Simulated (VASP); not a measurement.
# ZnS in VASP: single point with PBEsol

Aim: the single point of ZnS with PBEsol.

Everything below comes from runs of VASP 6.6.1. Logs are shortened: lines on timing, memory, paths and dates and some standing lists are left out, and cuts for length are marked.

**1. The cell of the first run**

The cell holds a slab with vacuum, 12 atoms: a = 3.788 Å, b = 5.357 Å, c = 24.469 Å, α = 90.00°, β = 90.00°, γ = 90.00°.

**2. Single point, PBEsol**

INCAR reads:

```
SYSTEM = ZnS
ALGO = Normal ; DIPOL = 0.5 0.5 0.500
EDIFF = 1E-6 ; ENCUT = 520
GGA = PS ; IDIPOL = 3
ISIF = 2 ; ISMEAR = 0
LASPH = .True. ; LCHARG = .True.
LDIPOL = .True. ; LELF = .True.
LREAL = .False. ; LVACPOTAV = .True.
LVHAR = .True. ; LWAVE = .False.
NBANDS = 66 ; NELM = 80
PREC = Accurate ; SIGMA = 0.05
```

KPOINTS reads:

```
k-points
0
Gamma
  7 5 1
  0 0 0
```

POSCAR reads:

```
ZnS
1.0
    3.7876303078      0.0000000000      0.0000000000
    0.0000000000      5.3565181506      0.0000000000
    0.0000000000      0.0000000000     24.4690757696
Zn S
6 6
Direct
    0.5000000000      0.5000000000      0.3065093292
    0.0000000000      0.0000000000      0.3839055975
    0.5000000000      0.5000000000      0.4613018658
    0.0000000000      0.0000000000      0.5386981342
    0.5000000000      0.5000000000      0.6160944025
    0.0000000000      0.0000000000      0.6934906708
    0.0000000000      0.2500000000      0.3065093292
    0.5000000000      0.7500000000      0.3839055975
    0.0000000000      0.2500000000      0.4613018658
    0.5000000000      0.7500000000      0.5386981342
    0.0000000000      0.2500000000      0.6160944025
    0.5000000000      0.7500000000      0.6934906708
```

Potentials or basis: VASP PAW PBE potentials, release 64 (Zn, S).

Command:

```console
cat potpaw_PBE.64/Zn/POTCAR potpaw_PBE.64/S/POTCAR > POTCAR
mpirun -np 1 vasp_std > vasp.out
```

OUTCAR:

```text
SYSTEM = ZnS
   EDIFF = 1E-6
   ENCUT = 520
   GGA = PS
   ISIF = 2
   ISMEAR = 0
   LASPH = .True.
   LREAL = .False.
   NELM = 80
   PREC = Accurate

 ion  position               nearest neighbor table
   1  0.500  0.500  0.307-   8 2.32   7 2.32   7 2.32
   2  0.000  0.000  0.384-   7 2.32   9 2.32   8 2.32   8 2.32
   3  0.500  0.500  0.461-   8 2.32   9 2.32   9 2.32  10 2.32
   4  0.000  0.000  0.539-  11 2.32  10 2.32  10 2.32   9 2.32
   5  0.500  0.500  0.616-  12 2.32  10 2.32  11 2.32  11 2.32
   6  0.000  0.000  0.693-  11 2.32  12 2.32  12 2.32
   7  0.000  0.250  0.307-   2 2.32   1 2.32   1 2.32
   8  0.500  0.750  0.384-   1 2.32   3 2.32   2 2.32   2 2.32
   9  0.000  0.250  0.461-   2 2.32   3 2.32   3 2.32   4 2.32
  10  0.500  0.750  0.539-   5 2.32   4 2.32   4 2.32   3 2.32
  11  0.000  0.250  0.616-   6 2.32   4 2.32   5 2.32   5 2.32
  12  0.500  0.750  0.693-   5 2.32   6 2.32   6 2.32

  LATTYP: Found a simple orthorhombic cell.
 ALAT       =     3.7876303078
 B/A-ratio  =     1.4142135624
 C/A-ratio  =     6.4602597881

  Lattice vectors:

 A1 = (   3.7876303078,   0.0000000000,   0.0000000000)
 A2 = (   0.0000000000,   5.3565181506,   0.0000000000)
 A3 = (   0.0000000000,   0.0000000000,  24.4690757696)

Analysis of symmetry for initial positions (statically):
=====================================================================
 Subroutine PRICEL returns:
 Original cell was already a primitive cell.

 Routine SETGRP: Setting up the symmetry group for a
 simple orthorhombic supercell.

 Subroutine GETGRP returns: Found  4 space group operations
 (whereof  2 operations were pure point group operations)
 out of a pool of  8 trial point group operations.

The static configuration has the point symmetry C_1h.
 The point group associated with its full space group is C_2v.

Analysis of symmetry for dynamics (positions and initial velocities):
=====================================================================
 Subroutine PRICEL returns:
 Original cell was already a primitive cell.

 Routine SETGRP: Setting up the symmetry group for a
 simple orthorhombic supercell.

 Subroutine GETGRP returns: Found  4 space group operations
 (whereof  2 operations were pure point group operations)
 out of a pool of  8 trial point group operations.

The dynamic configuration has the point symmetry C_1h.
 The point group associated with its full space group is C_2v.

 Subroutine INISYM returns: Found  4 space group operations
 (whereof  2 operations are pure point group operations),
 and found     1 'primitive' translations

----------------------------------------------------------------------------------------

                                     Primitive cell

  volume of cell :     496.4411

  direct lattice vectors                    reciprocal lattice vectors
     3.787630308  0.000000000  0.000000000     0.264017319  0.000000000  0.000000000
     0.000000000  5.356518151  0.000000000     0.000000000  0.186688437  0.000000000
     0.000000000  0.000000000 24.469075770     0.000000000  0.000000000  0.040867911

  length of vectors
     3.787630308  5.356518151 24.469075770     0.264017319  0.186688437  0.040867911

  position of ions in fractional coordinates (direct lattice)
     0.500000000  0.500000000  0.306509329
     0.000000000  0.000000000  0.383905597
     0.500000000  0.500000000  0.461301866
     0.000000000  0.000000000  0.538698134
     0.500000000  0.500000000  0.616094403
     0.000000000  0.000000000  0.693490671
     0.000000000  0.250000000  0.306509329
     0.500000000  0.750000000  0.383905597
     0.000000000  0.250000000  0.461301866
     0.500000000  0.750000000  0.538698134
     0.000000000  0.250000000  0.616094403
     0.500000000  0.750000000  0.693490671

  ion indices of the primitive-cell ions
   primitive index   ion index
                 1           1
                 2           2
                 3           3
                 4           4
                 5           5
                 6           6
                 7           7
                 8           8
                 9           9
                10          10
                11          11
                12          12

----------------------------------------------------------------------------------------

 KPOINTS: k-points

Automatic generation of k-mesh.
 Grid dimensions read from file:
 generate k-points for:    7    5    1

 Generating k-lattice:

  Cartesian coordinates                     Fractional coordinates (reciprocal lattice)
     0.037716760  0.000000000  0.000000000     0.142857143  0.000000000  0.000000000
     0.000000000  0.037337687  0.000000000     0.000000000  0.200000000  0.000000000
     0.000000000  0.000000000  0.040867911     0.000000000  0.000000000  1.000000000

  Length of vectors
     0.037716760  0.037337687  0.040867911

  Shift w.r.t. Gamma in fractional coordinates (k-lattice)
     0.000000000  0.000000000  0.000000000

 Subroutine IBZKPT returns following result:
 ===========================================

 Found     12 irreducible k-points:

 Following reciprocal coordinates:
            Coordinates               Weight
  0.000000  0.000000  0.000000      1.000000
  0.142857  0.000000  0.000000      2.000000
  0.285714  0.000000  0.000000      2.000000
  0.428571  0.000000  0.000000      2.000000
  0.000000  0.200000  0.000000      2.000000
  0.142857  0.200000  0.000000      4.000000
  0.285714  0.200000  0.000000      4.000000
  0.428571  0.200000  0.000000      4.000000
  0.000000  0.400000  0.000000      2.000000
  0.142857  0.400000  0.000000      4.000000
  0.285714  0.400000  0.000000      4.000000
  0.428571  0.400000  0.000000      4.000000
   k-points           NKPTS =     12   k-points in BZ     NKDIM =     12   number of bands    NBANDS=     66
   number of dos      NEDOS =    301   number of ions     NIONS =     12
   total plane-waves  NPLWV = 215040
   dimension x,y,z NGX =    28 NGY =   40 NGZ =  192
   dimension x,y,z NGXF=    56 NGYF=   80 NGZF=  384
   ions per type =               6   6
   NGX,Y,Z   is equivalent  to a cutoff of  12.29, 12.41, 13.04 a.u.
   NGXF,Y,Z  is equivalent  to a cutoff of  24.58, 24.83, 26.09 a.u.
 SYSTEM =  ZnS
   PREC   = accura    normal or accurate (medium, high low for compatibility)
   ISTART =      0    job   : 0-new  1-cont  2-samecut
   ICHARG =      2    charge: 1-file 2-atom 10-const
   ISPIN  =      1    spin polarized calculation?
   LNONCOLLINEAR =      F non collinear calculations
   LSORBIT =      F    spin-orbit coupling
   LASPH  =      T    aspherical Exc in radial PAW
   ENCUT  =  520.0 eV  38.22 Ry    6.18 a.u.   7.04  9.96 45.50*2*pi/ulx,y,z
   NELM   =     80;   NELMIN=  2; NELMDL= -5     # of ELM steps
   EDIFF  = 0.1E-05   stopping-criterion for ELM
   LREAL  =      F    real-space projection
   EDIFFG = 0.1E-04   stopping-criterion for IOM
   NSW    =      0    number of steps for IOM
   IBRION =     -1    ionic relax: 0-MD 1-quasi-New 2-CG
   NFREE  =      0    steps in history (QN), initial steepest desc. (CG)
   ISIF   =      2    stress and relaxation
   ISYM   =      2    0-nonsym 1-usesym 2-fastsym
   POTIM  = 0.5000    time-step for ionic-motion
   TEBEG  =    0.0;   TEEND  =   0.0 temperature during run
   PSTRESS=    0.0 pullay stress
   NELECT =     108.0000    total number of electrons
   NUPDOWN=      -1.0000    fix difference up-down
   EMIN   =  10.00;   EMAX   =-10.00  energy-range for DOS
   EFERMI =   0.00;   METHOD = LEGACY
   ISMEAR =     0;   SIGMA  =   0.05  broadening in eV -4-tet -1-fermi 0-gaus
   EFERMI_NEDOS =   21; number of points for ismear=-14 and -15
   IALGO  =     38    algorithm
   IMIX   =      4    mixing-type and parameters
     AMIX     =   0.40;   BMIX     =  1.00
     AMIX_MAG =   1.60;   BMIX_MAG =  1.00
  volume/ion in A,a.u.               =      41.37       279.18
  Fermi-wavevector in a.u.,A,eV,Ry     =   0.984601  1.860626 13.190014  0.969439
  Thomas-Fermi vector in A             =   2.115846
   LORBIT       =      0    0 simple, 1 ext, 2 COOP (PROOUT), +10 PAW based schemes
   GGA     = PS    functional components
   LHFCALC =     F    Hartree Fock is set to
   AEXX    =    0.0000 exact exchange contribution
   IVDW    =     0    specifies the selected vdW correction
   LEPSILON=     F    determine dielectric tensor
   LRPA    =     F    only Hartree local field effects (RPA)
 non-spin polarized calculation
 Gauss-broadening in eV      SIGMA  =   0.05
  energy-cutoff  :      520.00
  volume of cell :      496.44
 maximum number of plane-waves:     13424
   NGX = 15   NGY = 19   NGZ = 91

 dipolmoment           0.000000      0.000000     -0.000000 electrons x Angstroem

 number of electron     108.0000101 magnetization

 dipolmoment           0.000000      0.000000      0.000000 electrons x Angstroem

 Free energy of the ion-electron system (eV)
  ---------------------------------------------------
  ext. energy  EPLUGINS =         0.00000000
  ---------------------------------------------------
  free energy    TOTEN  =       -43.20125463 eV

  energy without entropy =      -43.20125463  energy(sigma->0) =      -43.20125463

 E-fermi :  -1.5523     XC(G=0):  -5.2038

 val. band max:       -1.8222013629   @ k =   0.0000   0.0000   0.0000
 cond. band min:      -0.2198817223   @ k =   0.0000   0.0000   0.0000
 fundamental gap:      1.6023196406
 Fermi energy:        -1.5522586631

 k-point     1 :       0.0000    0.0000    0.0000
  band No.  band energies     occupation
      1     -15.0367      2.00000
      2     -14.6768      2.00000
      3     -14.2015      2.00000
      4     -13.8863      2.00000
      5     -13.4459      2.00000
      6     -13.4407      2.00000
[... 817 lines left out ...]
     65       4.6520      0.00000
     66       4.6707      0.00000

------------------------ aborting loop because EDIFF is reached ----------------------------------------

  FORCE on cell =-STRESS in cart. coord.  units (eV):
  Direction    XX          YY          ZZ          XY          YZ          ZX
  --------------------------------------------------------------------------------------
  -------------------------------------------------------------------------------------
  Total       -2.4840464     -2.7746442     -0.6927767      0.0000000      0.0000000      0.0000000
  in kB       -8.0168278     -8.9546816     -2.2358163      0.0000000      0.0000000      0.0000000
  external PRESSURE =      -6.4024419 kB  Pullay stress =       0.0000000 kB

 VOLUME and BASIS-vectors are now :
 -----------------------------------------------------------------------------
  energy-cutoff  :      520.00
  volume of cell :      496.44
      direct lattice vectors                 reciprocal lattice vectors
     3.787630308  0.000000000  0.000000000     0.264017319  0.000000000  0.000000000
     0.000000000  5.356518151  0.000000000     0.000000000  0.186688437  0.000000000
     0.000000000  0.000000000 24.469075770     0.000000000  0.000000000  0.040867911

 POSITION                                       TOTAL-FORCE (eV/Angst)
 -----------------------------------------------------------------------------------
      1.89382      2.67826      7.50000         0.000000     -1.207260      1.166836
      0.00000      0.00000      9.39382         0.000000      0.233103     -0.055875
      1.89382      2.67826     11.28763         0.000000     -0.094212      0.063127
      0.00000      0.00000     13.18145         0.000000     -0.094212     -0.063127
      1.89382      2.67826     15.07526         0.000000      0.233103      0.055875
      0.00000      0.00000     16.96908         0.000000     -1.207260     -1.166836
      0.00000      1.33913      7.50000         0.000000      0.667628     -0.881431
      1.89382      4.01739      9.39382         0.000000      0.370761     -0.386262
      0.00000      1.33913     11.28763         0.000000      0.029980      0.169423
      1.89382      4.01739     13.18145         0.000000      0.029980     -0.169423
      0.00000      1.33913     15.07526         0.000000      0.370761      0.386262
      1.89382      4.01739     16.96908         0.000000      0.667628      0.881431
 -----------------------------------------------------------------------------------
    total drift:                                0.000000     -0.000189      0.000000

  FREE ENERGIE OF THE ION-ELECTRON SYSTEM (eV)
  ---------------------------------------------------
  free  energy   TOTEN  =       -43.2012546341 eV

  energy  without entropy=      -43.2012546341  energy(sigma->0) =      -43.20125463

 vacuum level on the upper side and lower side of the slab         3.526         3.526
```

Wall time 21 min (1 thread of Intel Xeon 8259CL, shared host); peak memory 0.65 GiB.

Results:

* Free energy: -43.2013 eV
* Largest force: 1.679 eV/Å
* Band gap on the k mesh: 1.60 eV

Forces in eV/Å, atoms in the order of the input:
```
Zn   0.000 -1.207  1.167
Zn   0.000  0.233 -0.056
Zn   0.000 -0.094  0.063
Zn   0.000 -0.094 -0.063
Zn   0.000  0.233  0.056
Zn   0.000 -1.207 -1.167
S    0.000  0.668 -0.881
S    0.000  0.371 -0.386
S    0.000  0.030  0.169
S    0.000  0.030 -0.169
S    0.000  0.371  0.386
S    0.000  0.668  0.881
```

Levels at points of the mesh, in eV from the valence-band top:
```
           k point  band 50  band 51  band 52  band 53  band 54  band 55  band 56  band 57  band 58  band 59
(0.00, 0.00, 0.00)    -0.47    -0.25    -0.14    -0.11     0.00     1.60     2.15     3.58     3.62     4.19
```

Caveat: the PAW data sets were made with another functional, which shifts forces and pressure a little.
